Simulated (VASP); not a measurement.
# Mo2Ru3 (P-6m2) in VASP: single point with PBE

Aim: the single point of Mo2Ru3 with PBE.

Everything below comes from runs of VASP 6.6.1. Logs are shortened: lines on timing, memory, paths and dates and some standing lists are left out, and cuts for length are marked.

### 1 The cell of the first run

It takes space group P-6m2 (No. 187, hexagonal). Conventional cell: a = 2.790 Å, b = 2.790 Å, c = 22.571 Å, α = 90.00°, β = 90.00°, γ = 120.00°. Within 3.7 Å of Mo (site symmetry 3m) lie 9 Mo at 2.77 to 2.79 Å and 3 Ru at 2.77 Å. Mo (site symmetry 3m) has 3 Ru at 2.77 Å and 9 Mo at 2.77 to 2.79 Å within 3.7 Å. Ru (site symmetry 3m) has 3 Mo at 2.77 Å and 9 Ru at 2.77 to 2.79 Å within 3.7 Å. Ru (site symmetry -6m2) has 12 Ru at 2.77 to 2.79 Å within 3.7 Å. Within 3.7 Å of Ru (site symmetry -6m2) lie 6 Mo at 2.77 Å and 6 Ru at 2.79 Å. Ru (site symmetry 3m) has 12 Ru at 2.77 to 2.79 Å within 3.7 Å.

### 2 Single point, PBE

INCAR reads:

```
SYSTEM = Mo2Ru3
  ALGO = Fast
  EDIFF = 1E-6
  ENCUT = 520
  GGA = PE
  ISIF = 2
  ISMEAR = 0
  LASPH = .TRUE.
  LCHARG = .FALSE.
  LREAL = .FALSE.
  LWAVE = .FALSE.
  NBANDS = 81
  NELM = 80
  PREC = Accurate
  SIGMA = 0.1
```

KPOINTS reads:

```
k-points
0
G
  6 6 1
  0 0 0
```

POSCAR reads:

```
Mo2Ru3
1.0
    2.7902752300      0.0000000000      0.0000000000
   -1.3951376100      2.4164492300      0.0000000000
    0.0000000000      0.0000000000     22.5706760600
Mo Ru
4 6
Direct
    0.3333333300      0.6666666700      0.9000000000
    0.3333333300      0.6666666700      0.1000000000
    0.6666666700      0.3333333300      0.2000000000
    0.6666666700      0.3333333300      0.8000000000
    0.3333333300      0.6666666700      0.3000000000
    0.3333333300      0.6666666700      0.5000000000
    0.3333333300      0.6666666700      0.7000000000
    0.6666666700      0.3333333300      0.0000000000
    0.6666666700      0.3333333300      0.4000000000
    0.6666666700      0.3333333300      0.6000000000
```

Potentials or basis: VASP PAW PBE potentials, release 64 (Mo_sv, Ru_pv).

The run is started by

```
cat potpaw_PBE.64/Mo_sv/POTCAR potpaw_PBE.64/Ru_pv/POTCAR > POTCAR
mpirun -np 1 vasp_std > vasp.out
```

OUTCAR:

```text
SYSTEM = Mo2Ru3
   EDIFF = 1E-6
   ENCUT = 520
   GGA = PE
   ISIF = 2
   ISMEAR = 0
   LASPH = .TRUE.
   LREAL = .FALSE.
   NELM = 80
   PREC = Accurate

 ion  position               nearest neighbor table
   1  0.333  0.667  0.900-   4 2.77   8 2.77   4 2.77   8 2.77   4 2.77   8 2.77
   2  0.333  0.667  0.100-   3 2.77   8 2.77   3 2.77   8 2.77   3 2.77   8 2.77
   3  0.667  0.333  0.200-   5 2.77   2 2.77   5 2.77   2 2.77   5 2.77   2 2.77
   4  0.667  0.333  0.800-   7 2.77   1 2.77   7 2.77   1 2.77   7 2.77   1 2.77
   5  0.333  0.667  0.300-   3 2.77   9 2.77   3 2.77   9 2.77   3 2.77   9 2.77
   6  0.333  0.667  0.500-   9 2.77  10 2.77   9 2.77  10 2.77   9 2.77  10 2.77
   7  0.333  0.667  0.700-   4 2.77  10 2.77   4 2.77  10 2.77   4 2.77  10 2.77
   8  0.667  0.333  0.000-   1 2.77   2 2.77   1 2.77   2 2.77   1 2.77   2 2.77
   9  0.667  0.333  0.400-   5 2.77   6 2.77   5 2.77   6 2.77   5 2.77   6 2.77
  10  0.667  0.333  0.600-   6 2.77   7 2.77   6 2.77   7 2.77   6 2.77   7 2.77

  LATTYP: Found a hexagonal cell.
 ALAT       =     2.7902752300
 C/A-ratio  =     8.0890500755

  Lattice vectors:

 A1 = (   2.7902752300,   0.0000000000,   0.0000000000)
 A2 = (  -1.3951376100,   2.4164492300,   0.0000000000)
 A3 = (   0.0000000000,   0.0000000000,  22.5706760600)

Analysis of symmetry for initial positions (statically):
=====================================================================
 Subroutine PRICEL returns:
 Original cell was already a primitive cell.

 Routine SETGRP: Setting up the symmetry group for a
 hexagonal supercell.

 Subroutine GETGRP returns: Found 12 space group operations
 (whereof 12 operations were pure point group operations)
 out of a pool of 24 trial point group operations.

The static configuration has the point symmetry D_3h.

Analysis of symmetry for dynamics (positions and initial velocities):
=====================================================================
 Subroutine PRICEL returns:
 Original cell was already a primitive cell.

 Routine SETGRP: Setting up the symmetry group for a
 hexagonal supercell.

 Subroutine GETGRP returns: Found 12 space group operations
 (whereof 12 operations were pure point group operations)
 out of a pool of 24 trial point group operations.

The dynamic configuration has the point symmetry D_3h.

 Subroutine INISYM returns: Found 12 space group operations
 (whereof 12 operations are pure point group operations),
 and found     1 'primitive' translations

----------------------------------------------------------------------------------------

                                     Primitive cell

  volume of cell :     152.1841

  direct lattice vectors                    reciprocal lattice vectors
     2.790275230  0.000000000  0.000000000     0.358387585  0.206915168  0.000000000
    -1.395137610  2.416449230  0.000000000     0.000000000  0.413830337  0.000000000
     0.000000000  0.000000000 22.570676060     0.000000000  0.000000000  0.044305275

  length of vectors
     2.790275230  2.790275225 22.570676060     0.413830337  0.413830337  0.044305275

  position of ions in fractional coordinates (direct lattice)
     0.333333330  0.666666670  0.900000000
     0.333333330  0.666666670  0.100000000
     0.666666670  0.333333330  0.200000000
     0.666666670  0.333333330  0.800000000
     0.333333330  0.666666670  0.300000000
     0.333333330  0.666666670  0.500000000
     0.333333330  0.666666670  0.700000000
     0.666666670  0.333333330  0.000000000
     0.666666670  0.333333330  0.400000000
     0.666666670  0.333333330  0.600000000

  ion indices of the primitive-cell ions
   primitive index   ion index
                 1           1
                 2           2
                 3           3
                 4           4
                 5           5
                 6           6
                 7           7
                 8           8
                 9           9
                10          10

----------------------------------------------------------------------------------------

 KPOINTS: k-points

Automatic generation of k-mesh.
 Grid dimensions read from file:
 generate k-points for:    6    6    1

 Generating k-lattice:

  Cartesian coordinates                     Fractional coordinates (reciprocal lattice)
     0.059731264  0.034485861  0.000000000     0.166666667 -0.000000000  0.000000000
     0.000000000  0.068971723  0.000000000     0.000000000  0.166666667  0.000000000
     0.000000000  0.000000000  0.044305275     0.000000000  0.000000000  1.000000000

  Length of vectors
     0.068971723  0.068971723  0.044305275

  Shift w.r.t. Gamma in fractional coordinates (k-lattice)
     0.000000000  0.000000000  0.000000000

 Subroutine IBZKPT returns following result:
 ===========================================

 Found      7 irreducible k-points:

 Following reciprocal coordinates:
            Coordinates               Weight
  0.000000  0.000000  0.000000      1.000000
  0.166667 -0.000000  0.000000      6.000000
  0.333333  0.000000  0.000000      6.000000
  0.500000 -0.000000  0.000000      3.000000
  0.166667  0.166667  0.000000      6.000000
  0.333333  0.166667  0.000000     12.000000
  0.333333  0.333333  0.000000      2.000000
   k-points           NKPTS =      7   k-points in BZ     NKDIM =      7   number of bands    NBANDS=     81
   number of dos      NEDOS =    301   number of ions     NIONS =     10
   total plane-waves  NPLWV =  96768
   dimension x,y,z NGX =    24 NGY =   24 NGZ =  168
   dimension x,y,z NGXF=    48 NGYF=   48 NGZF=  336
   ions per type =               4   6
   NGX,Y,Z   is equivalent  to a cutoff of  14.30, 14.30, 12.37 a.u.
   NGXF,Y,Z  is equivalent  to a cutoff of  28.60, 28.60, 24.75 a.u.
 SYSTEM =  Mo2Ru3
   PREC   = accura    normal or accurate (medium, high low for compatibility)
   ISTART =      0    job   : 0-new  1-cont  2-samecut
   ICHARG =      2    charge: 1-file 2-atom 10-const
   ISPIN  =      1    spin polarized calculation?
   LNONCOLLINEAR =      F non collinear calculations
   LSORBIT =      F    spin-orbit coupling
   LASPH  =      T    aspherical Exc in radial PAW
   ENCUT  =  520.0 eV  38.22 Ry    6.18 a.u.   5.19  5.19 41.97*2*pi/ulx,y,z
   NELM   =     80;   NELMIN=  2; NELMDL= -5     # of ELM steps
   EDIFF  = 0.1E-05   stopping-criterion for ELM
   LREAL  =      F    real-space projection
   EDIFFG = 0.1E-04   stopping-criterion for IOM
   NSW    =      0    number of steps for IOM
   IBRION =     -1    ionic relax: 0-MD 1-quasi-New 2-CG
   NFREE  =      0    steps in history (QN), initial steepest desc. (CG)
   ISIF   =      2    stress and relaxation
   ISYM   =      2    0-nonsym 1-usesym 2-fastsym
   POTIM  = 0.5000    time-step for ionic-motion
   TEBEG  =    0.0;   TEEND  =   0.0 temperature during run
   PSTRESS=    0.0 pullay stress
   NELECT =     140.0000    total number of electrons
   NUPDOWN=      -1.0000    fix difference up-down
   EMIN   =  10.00;   EMAX   =-10.00  energy-range for DOS
   EFERMI =   0.00;   METHOD = LEGACY
   ISMEAR =     0;   SIGMA  =   0.10  broadening in eV -4-tet -1-fermi 0-gaus
   EFERMI_NEDOS =   21; number of points for ismear=-14 and -15
   IALGO  =     68    algorithm
   IMIX   =      4    mixing-type and parameters
     AMIX     =   0.40;   BMIX     =  1.00
     AMIX_MAG =   1.60;   BMIX_MAG =  1.00
  volume/ion in A,a.u.               =      15.22       102.70
  Fermi-wavevector in a.u.,A,eV,Ry     =   1.592188  3.008800 34.491632  2.535063
  Thomas-Fermi vector in A             =   2.690612
   LORBIT       =      0    0 simple, 1 ext, 2 COOP (PROOUT), +10 PAW based schemes
   GGA     = PE    functional components
   LHFCALC =     F    Hartree Fock is set to
   AEXX    =    0.0000 exact exchange contribution
   IVDW    =     0    specifies the selected vdW correction
   LEPSILON=     F    determine dielectric tensor
   LRPA    =     F    only Hartree local field effects (RPA)
 non-spin polarized calculation
 RMM-DIIS sequential band-by-band and
 Gauss-broadening in eV      SIGMA  =   0.10
  energy-cutoff  :      520.00
  volume of cell :      152.18
 maximum number of plane-waves:      4121
 NGX is ok and might be reduce to    24
   NGX = 11   NGY = 11   NGZ = 83

 number of electron     139.9999994 magnetization

 Free energy of the ion-electron system (eV)
  ---------------------------------------------------
  ext. energy  EPLUGINS =         0.00000000
  ---------------------------------------------------
  free energy    TOTEN  =       -97.10800185 eV

  energy without entropy =      -97.05641062  energy(sigma->0) =      -97.08220623

 E-fermi :  11.5892     XC(G=0): -13.4650

 val. band max:       11.5734525607   @ k =   0.5000  -0.0000   0.0000
 cond. band min:      11.6760669793   @ k =   0.1667  -0.0000   0.0000
 fundamental gap:      0.1026144186
 Fermi energy:        11.5891973622

 k-point     1 :       0.0000    0.0000    0.0000
  band No.  band energies     occupation
      1     -49.2175      2.00000
      2     -49.2171      2.00000
      3     -49.0677      2.00000
      4     -49.0675      2.00000
      5     -31.6436      2.00000
      6     -31.4344      2.00000
[... 73 lines left out ...]
     80      12.0819      0.00000
     81      12.9390      0.00000

 k-point     2 :       0.1667   -0.0000    0.0000
  band No.  band energies     occupation
      1     -49.1659      2.00000
      2     -49.1655      2.00000
      3     -49.0320      2.00000
      4     -49.0318      2.00000
      5     -31.5952      2.00000
      6     -31.4291      2.00000
[... 73 lines left out ...]
     80      11.9296      0.00000
     81      12.3162      0.00000
[... 334 lines left out ...]
     80      14.1070      0.00000
     81      14.1807      0.00000

 k-point     7 :       0.3333    0.3333    0.0000
  band No.  band energies     occupation
      1     -48.9641      2.00000
      2     -48.9639      2.00000
      3     -48.9224      2.00000
      4     -48.9224      2.00000
      5     -31.5642      2.00000
      6     -31.5413      2.00000
[... 73 lines left out ...]
     80      14.1495      0.00000
     81      14.6406      0.00000

------------------------ aborting loop because EDIFF is reached ----------------------------------------

  FORCE on cell =-STRESS in cart. coord.  units (eV):
  Direction    XX          YY          ZZ          XY          YZ          ZX
  --------------------------------------------------------------------------------------
  -------------------------------------------------------------------------------------
  Total       -8.6006329     -8.6006329     -8.9942052     -0.0000000      0.0000000      0.0000000
  in kB      -90.5465082    -90.5465080    -94.6899939     -0.0000002      0.0000000      0.0000000
  external PRESSURE =     -91.9276700 kB  Pullay stress =       0.0000000 kB

 VOLUME and BASIS-vectors are now :
 -----------------------------------------------------------------------------
  energy-cutoff  :      520.00
  volume of cell :      152.18
      direct lattice vectors                 reciprocal lattice vectors
     2.790275230  0.000000000  0.000000000     0.358387585  0.206915168  0.000000000
    -1.395137610  2.416449230  0.000000000     0.000000000  0.413830337  0.000000000
     0.000000000  0.000000000 22.570676060     0.000000000  0.000000000  0.044305275

 POSITION                                       TOTAL-FORCE (eV/Angst)
 -----------------------------------------------------------------------------------
     -0.00000      1.61097     20.31361         0.000000     -0.000000      1.823025
     -0.00000      1.61097      2.25707         0.000000     -0.000000     -1.823025
      1.39514      0.80548      4.51414        -0.000000      0.000000      2.143244
      1.39514      0.80548     18.05654         0.000000      0.000000     -2.143244
     -0.00000      1.61097      6.77120        -0.000000      0.000000      0.316328
     -0.00000      1.61097     11.28534         0.000000     -0.000000      0.000000
     -0.00000      1.61097     15.79947        -0.000000      0.000000     -0.316328
      1.39514      0.80548      0.00000        -0.000000      0.000000      0.000000
      1.39514      0.80548      9.02827        -0.000000      0.000000      0.260474
      1.39514      0.80548     13.54241        -0.000000      0.000000     -0.260474
 -----------------------------------------------------------------------------------
    total drift:                                0.000000     -0.000000      0.000000

  FREE ENERGIE OF THE ION-ELECTRON SYSTEM (eV)
  ---------------------------------------------------
  free  energy   TOTEN  =       -97.1080018489 eV

  energy  without entropy=      -97.0564106158  energy(sigma->0) =      -97.08220623
```

Wall time 9.5 min (1 thread of AMD EPYC 7R43 (Zen 3), shared host); peak memory 0.29 GiB.

What came out:

```yaml
Free_energy: -97.1080 eV
Pressure: -9.2 GPa
Largest_force: 2.143 eV/Å
Band_gap_on_the_k_mesh: zero (band 70 reaches 12.80 eV, above the bottom of band 71 at 10.89 eV)
```

Forces in eV/Å, atoms in the order of the input:
```
Mo   0.000  0.000  1.823
Mo   0.000  0.000 -1.823
Mo   0.000  0.000  2.143
Mo   0.000  0.000 -2.143
Ru   0.000  0.000  0.316
Ru   0.000  0.000  0.000
Ru   0.000  0.000 -0.316
Ru   0.000  0.000  0.000
Ru   0.000  0.000  0.260
Ru   0.000  0.000 -0.260
```

Caveat: the k points lie up to 0.43 Å⁻¹ apart; forces of over 1 eV/Å act on the atoms, so gaps and moduli don't describe the material at rest.
